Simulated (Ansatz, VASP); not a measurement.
# CoC: VASP beside Ansatz

```xyz
2
Lattice="1.1566 0.6678 3.6840 -1.1566 0.6678 3.6840 0.0000 -1.3355 3.6840" Properties=species:S:1:pos:R:3 pbc="T T T"
Co    0.0000    0.0000    0.0000
C     0.0000    0.0000    5.5259
```

Alike in both runs: task relaxation of cell and atoms; functional PBE; k mesh 12 × 12 × 12; occupations gaussian, width 0.1 eV; no spin polarisation.

|  | VASP | Ansatz |
| --- | --- | --- |
| version | VASP 6.6.1 | Ansatz 0.2.0 |
| potentials or method | VASP PAW PBE potentials, release 64 (Co, C), cutoff 600 eV | scalar-relativistic, plane waves, PAW |
| valence electrons in the cell | 13 | 21 |

Ansatz gave:

```
gap on the k mesh at the Fermi level, each at its own relaxed structure (eV) : none
relaxed volume (Å³/atom)                                                     : 8.01
relaxed cell length with the largest relative difference (Å)                 : 2.842
```

Q: Estimate VASP's values.

A: gap on the k mesh at the Fermi level, each at its own relaxed structure (eV): none; relaxed volume (Å³/atom): 7.99; relaxed cell length with the largest relative difference (Å): 2.833.

A gap of «none» marks a metal or a gap that the smearing closes. VASP's potentials hold 13 valence electrons a cell and Ansatz's 21, so a difference there can come from the potentials and not from the codes.
